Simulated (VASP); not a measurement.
# MgB2 (P6/mmm) in VASP: further runs

Runs on MgB2. Level: r2SCAN. Tasks: single point.

Program: VASP 6.6.1. These are calculated values, not measurements. Logs are shortened: lines on timing, memory, paths and dates and some standing lists are left out, and cuts for length are marked.

### Step 1. The cell of the first run

It takes space group P6/mmm (No. 191, hexagonal). The conventional cell has a = 3.036 Å, b = 3.036 Å, c = 3.452 Å, α = 90.00°, β = 90.00°, γ = 120.00°. Mg (site symmetry 6/mmm) has 12 B at 2.46 Å and 6 Mg at 3.04 Å within 3.2 Å. B (site symmetry -6m2) has 3 B at 1.75 Å within 2.3 Å.

### Step 2. Single point, r2SCAN

File POSCAR:

```
MgB2
1.0
    3.0364562238      0.0000000000      0.0000000000
   -1.5182281119      2.6296482272      0.0000000000
    0.0000000000      0.0000000000      3.4519174202
Mg B
1 2
Direct
    0.0000000000      0.0000000000      0.0000000000
    0.3333333333      0.6666666667      0.5000000000
    0.6666666667      0.3333333333      0.5000000000
```

File INCAR.step1:

```
  ALGO = Normal
  EDIFF = 1E-4
  ENCUT = 520
  GGA = PE
  ISMEAR = -1
  LASPH = True
  LCHARG = False
  LREAL = False
  LWAVE = True
  NBANDS = 11
  NELM = 80
  PREC = Accurate
  SIGMA = 0.1
```

File INCAR.step2:

```
  ALGO = Normal
  EDIFF = 1E-6
  ENCUT = 520
  ISIF = 2
  ISMEAR = -1
  ISTART = 1
  LASPH = True
  LCHARG = False
  LMIXTAU = True
  LREAL = False
  LWAVE = False
  METAGGA = R2SCAN
  NBANDS = 11
  NELM = 80
  PREC = Accurate
  SIGMA = 0.1
```

File KPOINTS:

```
k-points
0
Gamma
  15 15 12
```

Potentials or basis: VASP PAW PBE potentials, release 64 (Mg, B).

The run is started by

```
> cat potpaw_PBE.64/Mg/POTCAR potpaw_PBE.64/B/POTCAR > POTCAR
> cp INCAR.step1 INCAR
> mpirun -np 1 vasp_std > vasp.out
> cp INCAR.step2 INCAR
> mpirun -np 1 vasp_std > vasp.out
```

OUTCAR:

```text
EDIFF = 1E-6
   ENCUT = 520
   ISIF = 2
   ISMEAR = -1
   ISTART = 1
   LASPH = True
   LREAL = False
   METAGGA = R2SCAN
   NELM = 80
   PREC = Accurate

 ion  position               nearest neighbor table
   1  0.000  0.000  0.000-   2 2.46   3 2.46   2 2.46   3 2.46   2 2.46   2 2.46   3 2.46   3 2.46
                             3 2.46   3 2.46   2 2.46   2 2.46
   2  0.333  0.667  0.500-   3 1.75   3 1.75   3 1.75   1 2.46   1 2.46   1 2.46   1 2.46   1 2.46
                             1 2.46
   3  0.667  0.333  0.500-   2 1.75   2 1.75   2 1.75   1 2.46   1 2.46   1 2.46   1 2.46   1 2.46
                             1 2.46

  LATTYP: Found a hexagonal cell.
 ALAT       =     3.0364562238
 C/A-ratio  =     1.1368243656

  Lattice vectors:

 A1 = (   3.0364562238,   0.0000000000,   0.0000000000)
 A2 = (  -1.5182281119,   2.6296482272,   0.0000000000)
 A3 = (   0.0000000000,   0.0000000000,   3.4519174202)

Analysis of symmetry for initial positions (statically):
=====================================================================
 Subroutine PRICEL returns:
 Original cell was already a primitive cell.

 Routine SETGRP: Setting up the symmetry group for a
 hexagonal supercell.

 Subroutine GETGRP returns: Found 24 space group operations
 (whereof 24 operations were pure point group operations)
 out of a pool of 24 trial point group operations.

The static configuration has the point symmetry D_6h.

Analysis of symmetry for dynamics (positions and initial velocities):
=====================================================================
 Subroutine PRICEL returns:
 Original cell was already a primitive cell.

 Routine SETGRP: Setting up the symmetry group for a
 hexagonal supercell.

 Subroutine GETGRP returns: Found 24 space group operations
 (whereof 24 operations were pure point group operations)
 out of a pool of 24 trial point group operations.

The dynamic configuration has the point symmetry D_6h.

 Subroutine INISYM returns: Found 24 space group operations
 (whereof 24 operations are pure point group operations),
 and found     1 'primitive' translations

----------------------------------------------------------------------------------------

                                     Primitive cell

  volume of cell :      27.5629

  direct lattice vectors                    reciprocal lattice vectors
     3.036456224  0.000000000  0.000000000     0.329331275  0.190139500  0.000000000
    -1.518228112  2.629648227  0.000000000     0.000000000  0.380279001  0.000000000
     0.000000000  0.000000000  3.451917420     0.000000000  0.000000000  0.289694068

  length of vectors
     3.036456224  3.036456224  3.451917420     0.380279001  0.380279001  0.289694068

  position of ions in fractional coordinates (direct lattice)
     0.000000000  0.000000000  0.000000000
     0.333333333  0.666666667  0.500000000
     0.666666667  0.333333333  0.500000000

  ion indices of the primitive-cell ions
   primitive index   ion index
                 1           1
                 2           2
                 3           3

----------------------------------------------------------------------------------------

 KPOINTS: k-points

Automatic generation of k-mesh.
 Grid dimensions read from file:
 generate k-points for:   15   15   12

 Generating k-lattice:

  Cartesian coordinates                     Fractional coordinates (reciprocal lattice)
     0.021955418  0.012675967  0.000000000     0.066666667  0.000000000  0.000000000
     0.000000000  0.025351933  0.000000000     0.000000000  0.066666667  0.000000000
     0.000000000  0.000000000  0.024141172     0.000000000  0.000000000  0.083333333

  Length of vectors
     0.025351933  0.025351933  0.024141172

  Shift w.r.t. Gamma in fractional coordinates (k-lattice)
     0.000000000  0.000000000  0.000000000

 Subroutine IBZKPT returns following result:
 ===========================================

 Found    189 irreducible k-points:

 Following reciprocal coordinates:
            Coordinates               Weight
  0.000000  0.000000  0.000000      1.000000
  0.066667  0.000000  0.000000      6.000000
  0.133333  0.000000  0.000000      6.000000
  0.200000  0.000000  0.000000      6.000000
  0.266667  0.000000  0.000000      6.000000
  0.333333  0.000000  0.000000      6.000000
[... 16 lines left out ...]
  0.333333  0.200000  0.000000     12.000000
  0.400000  0.200000  0.000000      6.000000
 [... further k-points ...]
   k-points           NKPTS =    189   k-points in BZ     NKDIM =    189   number of bands    NBANDS=     11
   number of dos      NEDOS =    301   number of ions     NIONS =      3
   total plane-waves  NPLWV =  16128
   dimension x,y,z NGX =    24 NGY =   24 NGZ =   28
   dimension x,y,z NGXF=    48 NGYF=   48 NGZF=   56
   ions per type =               1   2
   NGX,Y,Z   is equivalent  to a cutoff of  13.14, 13.14, 13.48 a.u.
   NGXF,Y,Z  is equivalent  to a cutoff of  26.28, 26.28, 26.97 a.u.
 SYSTEM =  unknown system
   PREC   = accura    normal or accurate (medium, high low for compatibility)
   ISTART =      1    job   : 0-new  1-cont  2-samecut
   ICHARG =      0    charge: 1-file 2-atom 10-const
   ISPIN  =      1    spin polarized calculation?
   LNONCOLLINEAR =      F non collinear calculations
   LSORBIT =      F    spin-orbit coupling
   LASPH  =      T    aspherical Exc in radial PAW
   ENCUT  =  520.0 eV  38.22 Ry    6.18 a.u.   5.65  5.65  6.42*2*pi/ulx,y,z
   NELM   =     80;   NELMIN=  2; NELMDL=  0     # of ELM steps
   EDIFF  = 0.1E-05   stopping-criterion for ELM
   LREAL  =      F    real-space projection
   EDIFFG = 0.1E-04   stopping-criterion for IOM
   NSW    =      0    number of steps for IOM
   IBRION =     -1    ionic relax: 0-MD 1-quasi-New 2-CG
   NFREE  =      0    steps in history (QN), initial steepest desc. (CG)
   ISIF   =      2    stress and relaxation
   ISYM   =      2    0-nonsym 1-usesym 2-fastsym
   POTIM  = 0.5000    time-step for ionic-motion
   TEBEG  =    0.0;   TEEND  =   0.0 temperature during run
   PSTRESS=    0.0 pullay stress
   NELECT =       8.0000    total number of electrons
   NUPDOWN=      -1.0000    fix difference up-down
   EMIN   =  10.00;   EMAX   =-10.00  energy-range for DOS
   EFERMI =   0.00;   METHOD = LEGACY
   ISMEAR =    -1;   SIGMA  =   0.10  broadening in eV -4-tet -1-fermi 0-gaus
   EFERMI_NEDOS =   21; number of points for ismear=-14 and -15
   IALGO  =     38    algorithm
   IMIX   =      4    mixing-type and parameters
     AMIX     =   0.40;   BMIX     =  1.00
     AMIX_MAG =   1.60;   BMIX_MAG =  1.00
  volume/ion in A,a.u.               =       9.19        62.00
  Fermi-wavevector in a.u.,A,eV,Ry     =   1.083918  2.048308 15.985192  1.174878
  Thomas-Fermi vector in A             =   2.219996
   LORBIT       =      0    0 simple, 1 ext, 2 COOP (PROOUT), +10 PAW based schemes
   METAGGA = R2SCAN    functional components
   LHFCALC =     F    Hartree Fock is set to
   AEXX    =    0.0000 exact exchange contribution
   IVDW    =     0    specifies the selected vdW correction
   LEPSILON=     F    determine dielectric tensor
   LRPA    =     F    only Hartree local field effects (RPA)
 non-spin polarized calculation
  energy-cutoff  :      520.00
  volume of cell :       27.56
 maximum number of plane-waves:       763
 NGX is ok and might be reduce to    24
   NGX = 11   NGY = 11   NGZ = 13

 number of electron       8.0000000 magnetization

 Free energy of the ion-electron system (eV)
  ---------------------------------------------------
  ext. energy  EPLUGINS =         0.00000000
  ---------------------------------------------------
  free energy    TOTEN  =       -19.39756936 eV

  energy without entropy =      -19.37668934  energy(sigma->0) =      -19.38712935

 E-fermi :   5.6448     XC(G=0): -11.7498

 val. band max:        5.6346517516   @ k =   0.4000   0.0000   0.5000
 cond. band min:       5.6881352430   @ k =   0.1333   0.0000   0.4167
 fundamental gap:      0.0534834914
 Fermi energy:         5.6448017865

 k-point     1 :       0.0000    0.0000    0.0000
  band No.  band energies     occupation
      1      -7.8982      2.00000
      2       2.4556      2.00000
      3       6.0418      0.03703
      4       6.0419      0.03702
      5       7.8309      0.00000
      6      12.4433      0.00000
      7      12.4433      0.00000
      8      14.6264      0.00000
      9      16.8883      0.00000
     10      20.0198      0.00000
     11      23.4353      0.00000

 k-point     2 :       0.0667    0.0000    0.0000
  band No.  band energies     occupation
      1      -7.8144      2.00000
      2       2.5374      2.00000
      3       5.5962      1.23824
      4       5.8315      0.26783
      5       7.8970      0.00000
      6      12.4459      0.00000
      7      12.8273      0.00000
      8      14.8103      0.00000
      9      16.5524      0.00000
     10      20.4135      0.00000
     11      23.0629      0.00000

 k-point     3 :       0.1333    0.0000    0.0000
  band No.  band energies     occupation
      1      -7.5637      2.00000
      2       2.7816      2.00000
      3       4.4828      1.99998
      4       5.3258      1.92092
      5       8.1082      0.00000
      6      12.2802      0.00000
      7      13.8502      0.00000
      8      15.3465      0.00000
      9      15.6330      0.00000
     10      21.4746      0.00000
     11      22.2876      0.00000
[... 267 lines left out ...]
 k-point    23 :       0.3333    0.2000    0.0000
  band No.  band energies     occupation
      1      -3.9632      2.00000
      2      -1.5591      2.00000
      3       0.9279      2.00000
      4       6.0698      0.02811
      5       9.1846      0.00000
      6      11.4229      0.00000
      7      12.7415      0.00000
      8      15.1212      0.00000
      9      16.4155      0.00000
     10      19.0068      0.00000
     11      19.7767      0.00000

 k-point    24 :       0.4000    0.2000    0.0000
  band No.  band energies     occupation
      1      -3.2154      2.00000
      2      -2.4098      2.00000
      3       0.8246      2.00000
      4       6.4924      0.00042
      5       8.6667      0.00000
      6      12.0629      0.00000
      7      12.1958      0.00000
      8      15.0886      0.00000
      9      16.2564      0.00000
     10      19.0448      0.00000
     11      20.8469      0.00000

 [... further k-points ...]
[... 5 lines left out ...]
  --------------------------------------------------------------------------------------
  -------------------------------------------------------------------------------------
  Total        1.0128825      1.0128825      0.9458277     -0.0000000     -0.0000000      0.0000000
  in kB       58.8768537     58.8768537     54.9790872     -0.0000000     -0.0000000      0.0000000
  external PRESSURE =      57.5775982 kB  Pullay stress =       0.0000000 kB

 VOLUME and BASIS-vectors are now :
 -----------------------------------------------------------------------------
  energy-cutoff  :      520.00
  volume of cell :       27.56
      direct lattice vectors                 reciprocal lattice vectors
     3.036456224  0.000000000  0.000000000     0.329331275  0.190139500  0.000000000
    -1.518228112  2.629648227  0.000000000     0.000000000  0.380279001  0.000000000
     0.000000000  0.000000000  3.451917420     0.000000000  0.000000000  0.289694068

 POSITION                                       TOTAL-FORCE (eV/Angst)
 -----------------------------------------------------------------------------------
      0.00000      0.00000      0.00000         0.000000      0.000000      0.000000
     -0.00000      1.75310      1.72596        -0.000000     -0.000000      0.000000
      1.51823      0.87655      1.72596         0.000000      0.000000     -0.000000
 -----------------------------------------------------------------------------------
    total drift:                                0.000000     -0.000000      0.000000

  FREE ENERGIE OF THE ION-ELECTRON SYSTEM (eV)
  ---------------------------------------------------
  free  energy   TOTEN  =       -19.3975693621 eV

  energy  without entropy=      -19.3766893430  energy(sigma->0) =      -19.38712935
```

It took 2.5 min on 1 thread of Intel Xeon Platinum 8259CL at 2.50GHz (Skylake/Cascade Lake), shared host; peak memory 0.19 GiB.

Results:

- Free energy: -19.3976 eV
- Pressure: 5.8 GPa
- Band gap on the k mesh: zero (band 4 reaches 7.61 eV, above the bottom of band 5 at 3.45 eV)

Stress tensor (GPa, compression positive):
```
5.89 0.00 0.00
0.00 5.89 0.00
0.00 0.00 5.50
```

Levels at points of the mesh, in eV from the Fermi level:
```tsv
k point	band 1	band 2	band 3	band 4	band 5	band 6	band 7	band 8	band 9
(0.00, 0.00, 0.00)	-13.54	-3.19	0.40	0.40	2.19	6.80	6.80	8.98	11.24
(0.00, 0.00, 0.50)	-12.18	-7.99	0.83	0.83	7.10	7.10	8.85	11.12	11.54
```

Caveat: the PAW data sets were made with another functional, which shifts forces and pressure a little.

### Step 3. Single point, r2SCAN

POSCAR is that of step 2.

File INCAR.step1:

```
SYSTEM = MgB2
ALGO = Normal
EDIFF = 1E-4
ENCUT = 520
GGA = PE
ISMEAR = -1
LASPH = .TRUE.
LCHARG = .FALSE.
LREAL = .FALSE.
LWAVE = .TRUE.
NBANDS = 11
NELM = 100
PREC = Accurate
SIGMA = 0.1
```

File INCAR.step2:

```
SYSTEM = MgB2
ALGO = Normal
EDIFF = 1E-6
ENCUT = 520
ISIF = 2
ISMEAR = -1
ISTART = 1
LASPH = .TRUE.
LCHARG = .TRUE.
LELF = .TRUE.
LMIXTAU = .TRUE.
LREAL = .FALSE.
LVHAR = .TRUE.
LWAVE = .FALSE.
METAGGA = R2SCAN
NBANDS = 11
NELM = 100
PREC = Accurate
SIGMA = 0.1
```

File KPOINTS:

```
k-points
0
G
  15 15 12
  0 0 0
```

Potentials or basis: VASP PAW PBE potentials, release 64 (Mg, B).

The run is started by

```
> cat potpaw_PBE.64/Mg/POTCAR potpaw_PBE.64/B/POTCAR > POTCAR
> cp INCAR.step1 INCAR
> mpirun -np 1 vasp_std > vasp.out
> cp INCAR.step2 INCAR
> mpirun -np 1 vasp_std > vasp.out
```

Wall time 2.3 min (1 thread of Intel Xeon Platinum 8259CL at 2.50GHz (Skylake/Cascade Lake), shared host); peak memory 0.19 GiB.

Results (log left out):

```yaml
Free_energy: -19.3976 eV
Pressure: 5.8 GPa
Band_gap_on_the_k_mesh: zero (band 4 reaches 7.61 eV, above the bottom of band 5 at 3.45 eV)
```

Stress tensor (GPa, compression positive):
```
5.89 0.00 0.00
0.00 5.89 0.00
0.00 0.00 5.50
```

Levels at points of the mesh, in eV from the Fermi level:
| k point | band 2 | band 3 | band 4 | band 5 | band 6 | band 7 |
| --- | --- | --- | --- | --- | --- | --- |
| (0.00, 0.00, 0.00) | -3.19 | 0.40 | 0.40 | 2.19 | 6.80 | 6.80 |
| (0.00, 0.00, 0.50) | -7.99 | 0.83 | 0.83 | 7.10 | 7.10 | 8.85 |

Caveat: the PAW data sets were made with another functional, which shifts forces and pressure a little.
